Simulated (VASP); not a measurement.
# BeS (F-43m) in VASP: settings compared

BeS is run at these levels: PBE, r2SCAN; tasks: single point.

Program: VASP 6.6.1. These are calculated values, not measurements. Logs are shortened: lines on timing, memory, paths and dates and some standing lists are left out, and cuts for length are marked.

**1. The cell of the first run**

Symmetry: F-43m, No. 216, cubic system. The conventional cell has a = 4.869 Å, b = 4.869 Å, c = 4.869 Å, α = 90.00°, β = 90.00°, γ = 90.00°. Be (site symmetry -43m) has 4 S at 2.11 Å within 2.8 Å. Within 2.8 Å of S (site symmetry -43m) lie 4 Be at 2.11 Å.

**2. Single point, PBE**

INCAR reads:

```
SYSTEM = BeS
  PREC = Accurate
  ENCUT = 520
  EDIFF = 1E-6
  ISMEAR = 0
  SIGMA = 0.01
  LREAL = .FALSE.
  LASPH = .TRUE.
  NELM = 100
  ALGO = Normal
  ISIF = 2
  LWAVE = .FALSE.
  LCHARG = .FALSE.
  GGA = PE
  NBANDS = 11
```

KPOINTS reads:

```
regular mesh
0
G
  10 10 10
  0 0 0
```

POSCAR reads:

```
BeS
1.0
    0.0000000000      2.4343062282      2.4343062282
    2.4343062282      0.0000000000      2.4343062282
    2.4343062282      2.4343062282      0.0000000000
Be S
1 1
Direct
    0.0000000000      0.0000000000      0.0000000000
    0.2500000000      0.2500000000      0.2500000000
```

Potentials or basis: VASP PAW PBE potentials, release 64 (Be, S).

Started as:

```sh
cat potpaw_PBE.64/Be/POTCAR potpaw_PBE.64/S/POTCAR > POTCAR
mpirun -np 1 vasp_std > vasp.out
```

OUTCAR:

```text
SYSTEM = BeS
   PREC = Accurate
   ENCUT = 520
   EDIFF = 1E-6
   ISMEAR = 0
   LREAL = .FALSE.
   LASPH = .TRUE.
   NELM = 100
   ISIF = 2
   GGA = PE

 ion  position               nearest neighbor table
   1  0.000  0.000  0.000-   2 2.11   2 2.11   2 2.11   2 2.11
   2  0.250  0.250  0.250-   1 2.11   1 2.11   1 2.11   1 2.11

  LATTYP: Found a face centered cubic cell.
 ALAT       =     4.8686124564

  Lattice vectors:

 A1 = (   0.0000000000,   2.4343062282,   2.4343062282)
 A2 = (   2.4343062282,   0.0000000000,   2.4343062282)
 A3 = (   2.4343062282,   2.4343062282,   0.0000000000)

Analysis of symmetry for initial positions (statically):
=====================================================================
 Subroutine PRICEL returns:
 Original cell was already a primitive cell.

 Routine SETGRP: Setting up the symmetry group for a
 face centered cubic supercell.

 Subroutine GETGRP returns: Found 24 space group operations
 (whereof 24 operations were pure point group operations)
 out of a pool of 48 trial point group operations.

The static configuration has the point symmetry T_d .

Analysis of symmetry for dynamics (positions and initial velocities):
=====================================================================
 Subroutine PRICEL returns:
 Original cell was already a primitive cell.

 Routine SETGRP: Setting up the symmetry group for a
 face centered cubic supercell.

 Subroutine GETGRP returns: Found 24 space group operations
 (whereof 24 operations were pure point group operations)
 out of a pool of 48 trial point group operations.

The dynamic configuration has the point symmetry T_d .

 Subroutine INISYM returns: Found 24 space group operations
 (whereof 24 operations are pure point group operations),
 and found     1 'primitive' translations

----------------------------------------------------------------------------------------

                                     Primitive cell

  volume of cell :      28.8507

  direct lattice vectors                    reciprocal lattice vectors
     0.000000000  2.434306228  2.434306228    -0.205397330  0.205397330  0.205397330
     2.434306228  0.000000000  2.434306228     0.205397330 -0.205397330  0.205397330
     2.434306228  2.434306228  0.000000000     0.205397330  0.205397330 -0.205397330

  length of vectors
     3.442628883  3.442628883  3.442628883     0.355758612  0.355758612  0.355758612

  position of ions in fractional coordinates (direct lattice)
     0.000000000  0.000000000  0.000000000
     0.250000000  0.250000000  0.250000000

  ion indices of the primitive-cell ions
   primitive index   ion index
                 1           1
[... 79 lines left out ...]
   ISIF   =      2    stress and relaxation
   ISYM   =      2    0-nonsym 1-usesym 2-fastsym
   POTIM  = 0.5000    time-step for ionic-motion
   TEBEG  =    0.0;   TEEND  =   0.0 temperature during run
   PSTRESS=    0.0 pullay stress
   NELECT =       8.0000    total number of electrons
   NUPDOWN=      -1.0000    fix difference up-down
   EMIN   =  10.00;   EMAX   =-10.00  energy-range for DOS
   EFERMI =   0.00;   METHOD = LEGACY
   ISMEAR =     0;   SIGMA  =   0.01  broadening in eV -4-tet -1-fermi 0-gaus
   EFERMI_NEDOS =   21; number of points for ismear=-14 and -15
   IALGO  =     38    algorithm
   IMIX   =      4    mixing-type and parameters
     AMIX     =   0.40;   BMIX     =  1.00
     AMIX_MAG =   1.60;   BMIX_MAG =  1.00
  volume/ion in A,a.u.               =      14.43        97.35
  Fermi-wavevector in a.u.,A,eV,Ry     =   1.067545  2.017368 15.505918  1.139653
  Thomas-Fermi vector in A             =   2.203165
   LORBIT       =      0    0 simple, 1 ext, 2 COOP (PROOUT), +10 PAW based schemes
   GGA     = PE    functional components
   LHFCALC =     F    Hartree Fock is set to
   AEXX    =    0.0000 exact exchange contribution
   IVDW    =     0    specifies the selected vdW correction
   LEPSILON=     F    determine dielectric tensor
   LRPA    =     F    only Hartree local field effects (RPA)
 non-spin polarized calculation
 Gauss-broadening in eV      SIGMA  =   0.01
  energy-cutoff  :      520.00
  volume of cell :       28.85
 maximum number of plane-waves:       794
 NGX is ok and might be reduce to    28
   NGX = 13   NGY = 13   NGZ = 13

 number of electron       7.9999999 magnetization

 Free energy of the ion-electron system (eV)
  ---------------------------------------------------
  ext. energy  EPLUGINS =         0.00000000
  ---------------------------------------------------
  free energy    TOTEN  =       -10.01328318 eV

  energy without entropy =      -10.01328318  energy(sigma->0) =      -10.01328318

 E-fermi :   4.1590     XC(G=0):  -9.6834

 val. band max:        4.0565153537   @ k =   0.0000   0.0000   0.0000
 cond. band min:       7.1928692615   @ k =   0.5000   0.5000   0.0000
 fundamental gap:      3.1363539078
 Fermi energy:         4.1589869270

 k-point     1 :       0.0000    0.0000    0.0000
  band No.  band energies     occupation
      1      -9.5595      2.00000
      2       4.0565      2.00000
      3       4.0565      2.00000
      4       4.0565      2.00000
      5       9.7309      0.00000
      6       9.7309      0.00000
      7       9.7309      0.00000
      8       9.8454      0.00000
      9      16.8478      0.00000
     10      16.8478      0.00000
     11      18.8398      0.00000
[... 309 lines left out ...]
 k-point    24 :       0.4000    0.3000    0.0000
  band No.  band energies     occupation
      1      -7.9934      2.00000
      2      -0.0624      2.00000
      3       1.6448      2.00000
      4       1.9015      2.00000
      5       8.1352      0.00000
      6       9.9146      0.00000
      7      14.1455      0.00000
      8      14.2775      0.00000
      9      17.6972      0.00000
     10      19.3736      0.00000
     11      20.7808      0.00000

 [... further k-points ...]
[... 5 lines left out ...]
  --------------------------------------------------------------------------------------
  -------------------------------------------------------------------------------------
  Total        0.0802474      0.0802474      0.0802474      0.0000000      0.0000000      0.0000000
  in kB        4.4564187      4.4564187      4.4564187      0.0000000      0.0000000      0.0000000
  external PRESSURE =       4.4564187 kB  Pullay stress =       0.0000000 kB

 VOLUME and BASIS-vectors are now :
 -----------------------------------------------------------------------------
  energy-cutoff  :      520.00
  volume of cell :       28.85
      direct lattice vectors                 reciprocal lattice vectors
     0.000000000  2.434306228  2.434306228    -0.205397330  0.205397330  0.205397330
     2.434306228  0.000000000  2.434306228     0.205397330 -0.205397330  0.205397330
     2.434306228  2.434306228  0.000000000     0.205397330  0.205397330 -0.205397330

 POSITION                                       TOTAL-FORCE (eV/Angst)
 -----------------------------------------------------------------------------------
      0.00000      0.00000      0.00000        -0.000000     -0.000000     -0.000000
      1.21715      1.21715      1.21715         0.000000      0.000000      0.000000
 -----------------------------------------------------------------------------------
    total drift:                                0.000000      0.000000      0.000000

  FREE ENERGIE OF THE ION-ELECTRON SYSTEM (eV)
  ---------------------------------------------------
  free  energy   TOTEN  =       -10.0132831833 eV

  energy  without entropy=      -10.0132831833  energy(sigma->0) =      -10.01328318
```

Wall time 10 s (1 thread of Intel Xeon 6975P-C, shared host); peak memory 0.15 GiB.

What came out:

```
Free energy            : -10.0133 eV
Pressure               : 0.4 GPa
Band gap on the k mesh : 3.14 eV, indirect (least direct gap 5.67 eV)
```

Levels at points of the mesh, in eV from the valence-band top:
```csv
k point,band 1,band 2,band 3,band 4,band 5,band 6,band 7,band 8
"(0.00, 0.00, 0.00)",-13.62,0.00,0.00,0.00,5.67,5.67,5.67,5.79
"(0.50, 0.00, 0.00)",-12.04,-5.71,-1.02,-1.02,5.44,6.56,6.56,11.15
"(0.50, 0.50, 0.00)",-11.51,-4.96,-2.60,-2.60,3.14,4.93,12.69,12.69
```

**3. Single point, r2SCAN (volume changed by -6%)**

POSCAR reads:

```
BeS
1.0
    0.0000000000      2.3846125655      2.3846125655
    2.3846125655      0.0000000000      2.3846125655
    2.3846125655      2.3846125655      0.0000000000
Be S
1 1
Direct
    0.0000000000      0.0000000000      0.0000000000
    0.2500000000      0.2500000000      0.2500000000
```

INCAR.step1 reads:

```
ALGO     = Normal         # electronic algorithm
EDIFF    = 1E-4           # SCF threshold, eV
ENCUT    = 520            # plane-wave cutoff, eV
GGA      = PE             # functional
ISMEAR   = 0              # smearing method
LASPH    = T              # aspherical terms in the spheres
LCHARG   = F              # write CHGCAR
LREAL    = F              # projectors in reciprocal space
LWAVE    = T              # write WAVECAR
NBANDS   = 11             # bands
NELM     = 60             # most SCF steps
PREC     = Accurate       # precision mode
SIGMA    = 0.01           # smearing width, eV
```

INCAR.step2 reads:

```
ALGO     = Normal         # electronic algorithm
EDIFF    = 1E-6           # SCF threshold, eV
ENCUT    = 520            # plane-wave cutoff, eV
ISIF     = 2              # what is computed and relaxed
ISMEAR   = 0              # smearing method
ISTART   = 1            
LASPH    = T              # aspherical terms in the spheres
LCHARG   = T              # write CHGCAR
LELF     = T              # ELF
LMIXTAU  = T            
LREAL    = F              # projectors in reciprocal space
LVHAR    = T            
LWAVE    = F              # write WAVECAR
METAGGA  = R2SCAN         # meta-GGA
NBANDS   = 11             # bands
NELM     = 60             # most SCF steps
PREC     = Accurate       # precision mode
SIGMA    = 0.01           # smearing width, eV
```

KPOINTS reads:

```
k-points
0
Gamma
  8 8 8
```

Potentials or basis: VASP PAW PBE potentials, release 64 (Be, S).

Started as:

```sh
cat potpaw_PBE.64/Be/POTCAR potpaw_PBE.64/S/POTCAR > POTCAR
cp INCAR.step1 INCAR
mpirun -np 1 vasp_std > vasp.out
cp INCAR.step2 INCAR
mpirun -np 1 vasp_std > vasp.out
```

Wall time 32 s (1 thread of Intel Xeon 6975P-C, shared host); peak memory 0.15 GiB.

It converged, with:

| Property | Result |
| --- | --- |
| Free energy | -14.7482 eV |
| Pressure | 7.1 GPa |
| Band gap on the k mesh | 3.45 eV, indirect (least direct gap 6.22 eV) |

Levels at points of the mesh, in eV from the valence-band top:
```tsv
k point	band 2	band 3	band 4	band 5	band 6	band 7
(0.00, 0.00, 0.00)	0.00	0.00	0.00	6.22	6.22	6.22
(0.50, 0.00, 0.00)	-6.31	-1.13	-1.13	6.28	7.11	7.11
(0.50, 0.50, 0.00)	-5.47	-2.90	-2.90	3.45	5.33	14.28
```

Caveat: the PAW data sets were made with another functional, which shifts forces and pressure a little. A k mesh can miss the band edges.

**4. Single point, r2SCAN (volume changed by -3%)**

POSCAR reads:

```
BeS
1.0
    0.0000000000      2.4097155952      2.4097155952
    2.4097155952      0.0000000000      2.4097155952
    2.4097155952      2.4097155952      0.0000000000
Be S
1 1
Direct
    0.0000000000      0.0000000000      0.0000000000
    0.2500000000      0.2500000000      0.2500000000
```

INCAR.step1 reads:

```
ALGO = Normal ; EDIFF = 1E-4
ENCUT = 520 ; GGA = PE
ISMEAR = 0 ; LASPH = T
LCHARG = F ; LREAL = F
LWAVE = T ; NBANDS = 11
NELM = 60 ; PREC = Accurate
SIGMA = 0.01
```

INCAR.step2 reads:

```
ALGO = Normal ; EDIFF = 1E-6
ENCUT = 520 ; ISIF = 2
ISMEAR = 0 ; ISTART = 1
LASPH = T ; LCHARG = F
LMIXTAU = T ; LREAL = F
LWAVE = F ; METAGGA = R2SCAN
NBANDS = 11 ; NELM = 60
PREC = Accurate ; SIGMA = 0.01
```

KPOINTS is that of step 3.

Started as:

```sh
cat potpaw_PBE.64/Be/POTCAR potpaw_PBE.64/S/POTCAR > POTCAR
cp INCAR.step1 INCAR
mpirun -np 1 vasp_std > vasp.out
cp INCAR.step2 INCAR
mpirun -np 1 vasp_std > vasp.out
```

Run time: 23 s. Hardware: 1 thread of Intel Xeon 6975P-C, shared host; peak memory 0.16 GiB.

It converged, with:

```yaml
Free_energy: -14.7765 eV
Pressure: 3.4 GPa
Band_gap_on_the_k_mesh: 3.53 eV, indirect (least direct gap 6.24 eV)
```

Levels at points of the mesh, in eV from the valence-band top:
| k point | band 2 | band 3 | band 4 | band 5 | band 6 | band 7 |
| --- | --- | --- | --- | --- | --- | --- |
| (0.00, 0.00, 0.00) | 0.00 | 0.00 | 0.00 | 6.24 | 6.24 | 6.24 |
| (0.50, 0.00, 0.00) | -6.09 | -1.09 | -1.09 | 6.17 | 7.13 | 7.13 |
| (0.50, 0.50, 0.00) | -5.29 | -2.78 | -2.78 | 3.53 | 5.37 | 14.02 |

Caveat: the PAW data sets were made with another functional, which shifts forces and pressure a little. A k mesh can miss the band edges.

**5. Summary**

| level | cell | k mesh | gap on the mesh (eV) | pressure (GPa) |
| --- | --- | --- | --- | --- |
| PBE | a = 3.443 Å, angles 60.0°, 2 atoms | 10 × 10 × 10 | 3.14 | 0.4 |
| r2SCAN | a = 3.372 Å, angles 60.0°, 2 atoms | 8 × 8 × 8 | 3.45 | 7.1 |
| r2SCAN | a = 3.408 Å, angles 60.0°, 2 atoms | 8 × 8 × 8 | 3.53 | 3.4 |

Alike in all rows: task single point; potentials or basis VASP PAW PBE potentials, release 64 (Be, S); no spin polarisation; cutoff (eV) 520; smearing gaussian 0.01 eV.

Caveats: the PAW data sets were made with another functional, which shifts forces and pressure a little (some runs).

Absolute energies hang on the potentials; compare differences alone.
